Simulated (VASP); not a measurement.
# ZnS (zincblende type) (F-43m) in VASP: notebook

The runs below take ZnS (zincblende type) through single point, with r2SCAN.

Everything below comes from runs of VASP 6.6.1. Logs are shortened: lines on timing, memory, paths and dates and some standing lists are left out, and cuts for length are marked.

### 1 The cell of the first run

The structure is cubic, space group F-43m (No. 216). The conventional cell has a = 4.644 Å, b = 4.644 Å, c = 4.644 Å, α = 90.00°, β = 90.00°, γ = 90.00°. Within 2.7 Å of Zn (site symmetry -43m) lie 4 S at 2.01 Å. Within 2.7 Å of S (site symmetry -43m) lie 4 Zn at 2.01 Å.

### 2 Single point, r2SCAN (12.52 Å³/atom)

POSCAR

```
ZnS
1.0
    0.0000000000      2.3220079978      2.3220079978
    2.3220079978      0.0000000000      2.3220079978
    2.3220079978      2.3220079978      0.0000000000
Zn S
1 1
Direct
    0.0000000000      0.0000000000      0.0000000000
    0.2500000000      0.2500000000      0.2500000000
```

INCAR.step1

```
  PREC = Accurate
  ENCUT = 520
  ISMEAR = -1
  SIGMA = 0.05
  LREAL = False
  LASPH = True
  NELM = 60
  NBANDS = 16
  GGA = PE
  ALGO = Normal
  EDIFF = 1E-4
  LWAVE = True
  LCHARG = False
```

INCAR.step2

```
  PREC = Accurate
  ENCUT = 520
  EDIFF = 1E-6
  ISMEAR = -1
  SIGMA = 0.05
  LREAL = False
  LASPH = True
  NELM = 60
  ALGO = Normal
  ISIF = 2
  LWAVE = False
  LCHARG = True
  METAGGA = R2SCAN
  LMIXTAU = True
  LELF = True
  LVHAR = True
  NBANDS = 16
  ISTART = 1
```

KPOINTS

```
Automatic mesh
0
Gamma
  12 12 12
```

Potentials or basis: VASP PAW PBE potentials, release 64 (Zn, S).

On the command line:

```console
$ cat potpaw_PBE.64/Zn/POTCAR potpaw_PBE.64/S/POTCAR > POTCAR
$ cp INCAR.step1 INCAR
$ mpirun -np 1 vasp_std > vasp.out
$ cp INCAR.step2 INCAR
$ mpirun -np 1 vasp_std > vasp.out
```

OUTCAR:

```text
PREC = Accurate
   ENCUT = 520
   EDIFF = 1E-6
   ISMEAR = -1
   LREAL = False
   LASPH = True
   NELM = 60
   ISIF = 2
   METAGGA = R2SCAN
   ISTART = 1

 ion  position               nearest neighbor table
   1  0.000  0.000  0.000-   2 2.01   2 2.01   2 2.01   2 2.01
   2  0.250  0.250  0.250-   1 2.01   1 2.01   1 2.01   1 2.01

  LATTYP: Found a face centered cubic cell.
 ALAT       =     4.6440159956

  Lattice vectors:

 A1 = (   0.0000000000,   2.3220079978,   2.3220079978)
 A2 = (   2.3220079978,   0.0000000000,   2.3220079978)
 A3 = (   2.3220079978,   2.3220079978,   0.0000000000)

Analysis of symmetry for initial positions (statically):
=====================================================================
 Subroutine PRICEL returns:
 Original cell was already a primitive cell.

 Routine SETGRP: Setting up the symmetry group for a
 face centered cubic supercell.

 Subroutine GETGRP returns: Found 24 space group operations
 (whereof 24 operations were pure point group operations)
 out of a pool of 48 trial point group operations.

The static configuration has the point symmetry T_d .

Analysis of symmetry for dynamics (positions and initial velocities):
=====================================================================
 Subroutine PRICEL returns:
 Original cell was already a primitive cell.

 Routine SETGRP: Setting up the symmetry group for a
 face centered cubic supercell.

 Subroutine GETGRP returns: Found 24 space group operations
 (whereof 24 operations were pure point group operations)
 out of a pool of 48 trial point group operations.

The dynamic configuration has the point symmetry T_d .

 Subroutine INISYM returns: Found 24 space group operations
 (whereof 24 operations are pure point group operations),
 and found     1 'primitive' translations

----------------------------------------------------------------------------------------

                                     Primitive cell

  volume of cell :      25.0392

  direct lattice vectors                    reciprocal lattice vectors
     0.000000000  2.322007998  2.322007998    -0.215330869  0.215330869  0.215330869
     2.322007998  0.000000000  2.322007998     0.215330869 -0.215330869  0.215330869
     2.322007998  2.322007998  0.000000000     0.215330869  0.215330869 -0.215330869

  length of vectors
     3.283815202  3.283815202  3.283815202     0.372964006  0.372964006  0.372964006

  position of ions in fractional coordinates (direct lattice)
     0.000000000  0.000000000  0.000000000
     0.250000000  0.250000000  0.250000000

  ion indices of the primitive-cell ions
   primitive index   ion index
                 1           1
                 2           2

----------------------------------------------------------------------------------------

 KPOINTS: Automatic mesh

Automatic generation of k-mesh.
 Grid dimensions read from file:
 generate k-points for:   12   12   12

 Generating k-lattice:

  Cartesian coordinates                     Fractional coordinates (reciprocal lattice)
    -0.017944239  0.017944239  0.017944239     0.083333333  0.000000000  0.000000000
     0.017944239 -0.017944239  0.017944239     0.000000000  0.083333333  0.000000000
     0.017944239  0.017944239 -0.017944239     0.000000000  0.000000000  0.083333333

  Length of vectors
     0.031080334  0.031080334  0.031080334

  Shift w.r.t. Gamma in fractional coordinates (k-lattice)
     0.000000000  0.000000000  0.000000000

 Subroutine IBZKPT returns following result:
 ===========================================

 Found     72 irreducible k-points:

 Following reciprocal coordinates:
            Coordinates               Weight
  0.000000  0.000000  0.000000      1.000000
  0.083333  0.000000  0.000000      8.000000
  0.166667  0.000000  0.000000      8.000000
  0.250000  0.000000  0.000000      8.000000
  0.333333  0.000000  0.000000      8.000000
  0.416667  0.000000  0.000000      8.000000
[... 16 lines left out ...]
  0.500000  0.166667  0.000000     24.000000
 -0.416667  0.166667  0.000000     24.000000
 [... further k-points ...]
   k-points           NKPTS =     72   k-points in BZ     NKDIM =     72   number of bands    NBANDS=     16
   number of dos      NEDOS =    301   number of ions     NIONS =      2
   total plane-waves  NPLWV =  13824
   dimension x,y,z NGX =    24 NGY =   24 NGZ =   24
   dimension x,y,z NGXF=    48 NGYF=   48 NGZF=   48
   ions per type =               1   1
   NGX,Y,Z   is equivalent  to a cutoff of  12.15, 12.15, 12.15 a.u.
   NGXF,Y,Z  is equivalent  to a cutoff of  24.30, 24.30, 24.30 a.u.
 SYSTEM =  unknown system
   PREC   = accura    normal or accurate (medium, high low for compatibility)
   ISTART =      1    job   : 0-new  1-cont  2-samecut
   ICHARG =      0    charge: 1-file 2-atom 10-const
   ISPIN  =      1    spin polarized calculation?
   LNONCOLLINEAR =      F non collinear calculations
   LSORBIT =      F    spin-orbit coupling
   LASPH  =      T    aspherical Exc in radial PAW
   ENCUT  =  520.0 eV  38.22 Ry    6.18 a.u.   6.11  6.11  6.11*2*pi/ulx,y,z
   NELM   =     60;   NELMIN=  2; NELMDL=  0     # of ELM steps
   EDIFF  = 0.1E-05   stopping-criterion for ELM
   LREAL  =      F    real-space projection
   EDIFFG = 0.1E-04   stopping-criterion for IOM
   NSW    =      0    number of steps for IOM
   IBRION =     -1    ionic relax: 0-MD 1-quasi-New 2-CG
   NFREE  =      0    steps in history (QN), initial steepest desc. (CG)
   ISIF   =      2    stress and relaxation
   ISYM   =      2    0-nonsym 1-usesym 2-fastsym
   POTIM  = 0.5000    time-step for ionic-motion
   TEBEG  =    0.0;   TEEND  =   0.0 temperature during run
   PSTRESS=    0.0 pullay stress
   NELECT =      18.0000    total number of electrons
   NUPDOWN=      -1.0000    fix difference up-down
   EMIN   =  10.00;   EMAX   =-10.00  energy-range for DOS
   EFERMI =   0.00;   METHOD = LEGACY
   ISMEAR =    -1;   SIGMA  =   0.05  broadening in eV -4-tet -1-fermi 0-gaus
   EFERMI_NEDOS =   21; number of points for ismear=-14 and -15
   IALGO  =     38    algorithm
   IMIX   =      4    mixing-type and parameters
     AMIX     =   0.40;   BMIX     =  1.00
     AMIX_MAG =   1.60;   BMIX_MAG =  1.00
  volume/ion in A,a.u.               =      12.52        84.49
  Fermi-wavevector in a.u.,A,eV,Ry     =   1.466533  2.771346 29.262325  2.150720
  Thomas-Fermi vector in A             =   2.582259
   LORBIT       =      0    0 simple, 1 ext, 2 COOP (PROOUT), +10 PAW based schemes
   METAGGA = R2SCAN    functional components
   LHFCALC =     F    Hartree Fock is set to
   AEXX    =    0.0000 exact exchange contribution
   IVDW    =     0    specifies the selected vdW correction
   LEPSILON=     F    determine dielectric tensor
   LRPA    =     F    only Hartree local field effects (RPA)
 non-spin polarized calculation
  energy-cutoff  :      520.00
  volume of cell :       25.04
 maximum number of plane-waves:       692
   NGX = 13   NGY = 13   NGZ = 13

 number of electron      17.9999995 magnetization

 Free energy of the ion-electron system (eV)
  ---------------------------------------------------
  ext. energy  EPLUGINS =         0.00000000
  ---------------------------------------------------
  free energy    TOTEN  =       -16.10402467 eV

  energy without entropy =      -16.10402467  energy(sigma->0) =      -16.10402467

 E-fermi :   8.4202     XC(G=0): -12.8128

 val. band max:        7.4773390143   @ k =   0.0000   0.0000   0.0000
 cond. band min:       9.8060613935   @ k =   0.5000   0.5000   0.0000
 fundamental gap:      2.3287223792
 Fermi energy:         8.4201818021

 k-point     1 :       0.0000    0.0000    0.0000
  band No.  band energies     occupation
      1     -10.7149      2.00000
      2      -2.2400      2.00000
      3      -2.2400      2.00000
      4      -2.2400      2.00000
      5      -0.9958      2.00000
      6      -0.9958      2.00000
[... 8 lines left out ...]
     15      20.0184      0.00000
     16      22.7244      0.00000

 k-point     2 :       0.0833    0.0000    0.0000
  band No.  band energies     occupation
      1     -10.6092      2.00000
      2      -2.2618      2.00000
      3      -2.2171      2.00000
      4      -2.2170      2.00000
      5      -0.9997      2.00000
      6      -0.9997      2.00000
[... 8 lines left out ...]
     15      19.5399      0.00000
     16      22.8320      0.00000

 k-point     3 :       0.1667    0.0000    0.0000
  band No.  band energies     occupation
      1     -10.3040      2.00000
      2      -2.3145      2.00000
      3      -2.1572      2.00000
      4      -2.1571      2.00000
      5      -1.0047      2.00000
      6      -1.0047      2.00000
[... 8 lines left out ...]
     15      18.9119      0.00000
     16      22.3125      0.00000

 k-point     4 :       0.2500    0.0000    0.0000
  band No.  band energies     occupation
      1      -9.8399      2.00000
      2      -2.3629      2.00000
      3      -2.0843      2.00000
      4      -2.0843      2.00000
      5      -0.9955      2.00000
      6      -0.9954      2.00000
[... 8 lines left out ...]
     15      19.0236      0.00000
     16      21.8049      0.00000
[... 324 lines left out ...]
 k-point    22 :       0.4167    0.1667    0.0000
  band No.  band energies     occupation
      1      -8.8580      2.00000
      2      -2.4032      2.00000
      3      -1.8966      2.00000
      4      -1.8731      2.00000
      5      -0.9894      2.00000
      6      -0.8688      2.00000
[... 8 lines left out ...]
     15      22.2980      0.00000
     16      24.4116      0.00000

 k-point    23 :       0.5000    0.1667    0.0000
  band No.  band energies     occupation
      1      -8.5083      2.00000
      2      -2.2351      2.00000
      3      -1.8522      2.00000
      4      -1.8245      2.00000
      5      -0.8843      2.00000
      6      -0.8364      2.00000
[... 8 lines left out ...]
     15      22.5591      0.00000
     16      25.2070      0.00000

 k-point    24 :      -0.4167    0.1667    0.0000
  band No.  band energies     occupation
      1      -8.4574      2.00000
      2      -2.1140      2.00000
      3      -1.8592      2.00000
      4      -1.8370      2.00000
      5      -0.9403      2.00000
      6      -0.8351      2.00000
[... 8 lines left out ...]
     15      21.8917      0.00000
     16      24.5321      0.00000

 [... further k-points ...]

------------------------ aborting loop because EDIFF is reached ----------------------------------------

  FORCE on cell =-STRESS in cart. coord.  units (eV):
  Direction    XX          YY          ZZ          XY          YZ          ZX
  --------------------------------------------------------------------------------------
  -------------------------------------------------------------------------------------
  Total       14.6457094     14.6457094     14.6457094      0.0000000      0.0000000     -0.0000000
  in kB      937.1300550    937.1300550    937.1300550      0.0000000      0.0000000     -0.0000000
  external PRESSURE =     937.1300550 kB  Pullay stress =       0.0000000 kB

 VOLUME and BASIS-vectors are now :
 -----------------------------------------------------------------------------
  energy-cutoff  :      520.00
  volume of cell :       25.04
      direct lattice vectors                 reciprocal lattice vectors
     0.000000000  2.322007998  2.322007998    -0.215330869  0.215330869  0.215330869
     2.322007998  0.000000000  2.322007998     0.215330869 -0.215330869  0.215330869
     2.322007998  2.322007998  0.000000000     0.215330869  0.215330869 -0.215330869

 POSITION                                       TOTAL-FORCE (eV/Angst)
 -----------------------------------------------------------------------------------
      0.00000      0.00000      0.00000         0.000000      0.000000     -0.000000
      1.16100      1.16100      1.16100        -0.000000     -0.000000      0.000000
 -----------------------------------------------------------------------------------
    total drift:                                0.000059      0.000059      0.000060

  FREE ENERGIE OF THE ION-ELECTRON SYSTEM (eV)
  ---------------------------------------------------
  free  energy   TOTEN  =       -16.1040246677 eV

  energy  without entropy=      -16.1040246677  energy(sigma->0) =      -16.10402467
```

Wall time 46 s (1 thread of Intel Xeon Platinum 8488C (Sapphire Rapids), shared host); peak memory 0.16 GiB.

Results:

```
Free energy            : -16.1040 eV
Pressure               : 93.7 GPa
Band gap on the k mesh : 2.33 eV (least direct gap 5.00 eV)
```

Levels at points of the mesh, in eV from the valence-band top:
| k point | band 5 | band 6 | band 7 | band 8 | band 9 | band 10 | band 11 | band 12 | band 13 | band 14 |
| --- | --- | --- | --- | --- | --- | --- | --- | --- | --- | --- |
| (0.00, 0.00, 0.00) | -8.47 | -8.47 | 0.00 | 0.00 | 0.00 | 5.00 | 5.96 | 5.96 | 5.96 | 12.54 |
| (0.50, 0.00, 0.00) | -8.38 | -8.38 | -7.92 | -1.82 | -1.82 | 4.44 | 6.53 | 6.53 | 10.59 | 15.01 |
| (0.50, 0.50, 0.00) | -8.23 | -8.11 | -6.98 | -4.56 | -4.56 | 2.33 | 3.55 | 14.65 | 15.63 | 15.63 |

Caveat: the cell stands under pressure; the PAW data sets were made with another functional, which shifts forces and pressure a little.

### 3 Single point, r2SCAN (14.08 Å³/atom)

This run uses another cell than the first one, of 14.08 Å³/atom.

POSCAR

```
ZnS
1.0
    0.0000000000      2.4149856366      2.4149856366
    2.4149856366      0.0000000000      2.4149856366
    2.4149856366      2.4149856366      0.0000000000
Zn S
1 1
Direct
    0.0000000000      0.0000000000      0.0000000000
    0.2500000000      0.2500000000      0.2500000000
```

INCAR.step1

```
SYSTEM = ZnS
PREC = Accurate ; ENCUT = 520
ISMEAR = -1 ; SIGMA = 0.05
LREAL = .FALSE. ; LASPH = .TRUE.
NELM = 60 ; NBANDS = 16
GGA = PE ; ALGO = Normal
EDIFF = 1E-4 ; LWAVE = .TRUE.
LCHARG = .FALSE.
```

INCAR.step2

```
SYSTEM = ZnS
PREC = Accurate ; ENCUT = 520
EDIFF = 1E-6 ; ISMEAR = -1
SIGMA = 0.05 ; LREAL = .FALSE.
LASPH = .TRUE. ; NELM = 60
ALGO = Normal ; ISIF = 2
LWAVE = .FALSE. ; LCHARG = .FALSE.
METAGGA = R2SCAN ; LMIXTAU = .TRUE.
NBANDS = 16 ; ISTART = 1
```

KPOINTS

```
regular mesh
0
G
  12 12 12
  0 0 0
```

Potentials or basis: VASP PAW PBE potentials, release 64 (Zn, S).

On the command line:

```console
$ cat potpaw_PBE.64/Zn/POTCAR potpaw_PBE.64/S/POTCAR > POTCAR
$ cp INCAR.step1 INCAR
$ mpirun -np 1 vasp_std > vasp.out
$ cp INCAR.step2 INCAR
$ mpirun -np 1 vasp_std > vasp.out
```

Run time: 1.7 min. Hardware: 1 thread of Intel Xeon Platinum 8488C (Sapphire Rapids), shared host; peak memory 0.18 GiB.

The run converged. Its results:

* Free energy: -17.5086 eV
* Pressure: 53.3 GPa
* Band gap on the k mesh: 2.76 eV (least direct gap 4.37 eV)

Levels at points of the mesh, in eV from the valence-band top:
| k point | band 5 | band 6 | band 7 | band 8 | band 9 | band 10 | band 11 | band 12 | band 13 | band 14 |
| --- | --- | --- | --- | --- | --- | --- | --- | --- | --- | --- |
| (0.00, 0.00, 0.00) | -7.55 | -7.55 | 0.00 | 0.00 | 0.00 | 4.37 | 6.32 | 6.32 | 6.32 | 12.53 |
| (0.50, 0.00, 0.00) | -7.48 | -7.48 | -7.12 | -1.52 | -1.52 | 4.34 | 6.87 | 6.87 | 10.41 | 14.81 |
| (0.50, 0.50, 0.00) | -7.37 | -7.22 | -6.23 | -3.85 | -3.85 | 2.76 | 3.95 | 14.65 | 14.93 | 15.05 |

Caveat: the cell stands under pressure; the PAW data sets were made with another functional, which shifts forces and pressure a little. A k mesh can miss the band edges.

(Continued in part 2 of 2.)
